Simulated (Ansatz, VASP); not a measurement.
## Hf: VASP beside Ansatz

```xyz
3
Lattice="4.0204 0.0000 0.0000 0.0000 4.0204 0.0000 0.0000 0.0000 28.0899" Properties=species:S:1:pos:R:3 pbc="T T T"
Hf    0.0000    2.0102    8.9381
Hf    2.0102    0.0000    8.9381
Hf    0.0000    0.0000    6.8113
```

Alike in both runs: functional PBE; k mesh 12 × 12 × 1; occupations gaussian, width 0.1 eV; no spin polarisation.

Ansatz relaxed the structure, and its values are those at the end. VASP's run is a single point on that final structure, the one shown.

|  | VASP | Ansatz |
| --- | --- | --- |
| version | VASP 6.6.1 | Ansatz 0.2.0 |
| potentials or method | VASP PAW PBE potentials, release 64 (Hf_pv), cutoff 520 eV | scalar-relativistic, plane waves, PAW |
| valence electrons in the cell | 30 | 78 |

Ansatz gave:

- gap on the k mesh at the Fermi level (eV): none
- rms of the force components (eV/Å): 0.000

Problem. Which values does VASP return?

Solution. gap on the k mesh at the Fermi level (eV): none; rms of the force components (eV/Å): 0.029.

A gap of «none» marks a metal or a gap that the smearing closes. The functional is the same, so the differences come from potentials, cutoffs and numerics. VASP's potentials hold 30 valence electrons a cell and Ansatz's 78, so a difference there can come from the potentials and not from the codes.

Spin-orbit coupling is off throughout.
